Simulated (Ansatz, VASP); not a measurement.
**One calculation of LiNbO3, two programs**

```
Li Nb O
1.0
     2.56141    1.47883    4.59721
    -2.56141    1.47883    4.59721
     0.00000   -2.95767    4.59721
Li Nb O
2 2 6
Direct
  0.27759 0.27759 0.27759
  0.77759 0.77759 0.77759
  0.99555 0.99555 0.99555
  0.49555 0.49555 0.49555
  0.10203 0.35979 0.71434
  0.71434 0.10203 0.35979
  0.35979 0.71434 0.10203
  0.21434 0.85979 0.60203
  0.85979 0.60203 0.21434
  0.60203 0.21434 0.85979
```

Alike in both runs: functional r2SCAN; k mesh 4 × 4 × 4; occupations fermi-dirac, width 0.0265 eV; no spin polarisation.

Ansatz relaxed the structure, and its values are those at the end. VASP's run is a single point on that final structure, the one shown.

|  | VASP | Ansatz |
| --- | --- | --- |
| version | VASP 6.6.1 | Ansatz 0.2.0 |
| potentials or method | VASP PAW PBE potentials, release 64 (Li_sv, Nb_sv, O), cutoff 520 eV | PAW plane waves |
| valence electrons in the cell | 68 | 68 |

```tsv
	VASP	Ansatz	Ansatz less VASP
gap on the k mesh at the Fermi level (eV)	4.04	4.05	+0.014
rms of the force components (eV/Å)	0.016	0.004	-0.0119
```

VASP's potentials were made for PBE, not for r2SCAN. Ansatz's warnings: stress scf threshold loose, structure snapped to symmetry.

Noted on VASP's run: the cutoff is short for stress, so the pressure is rough.
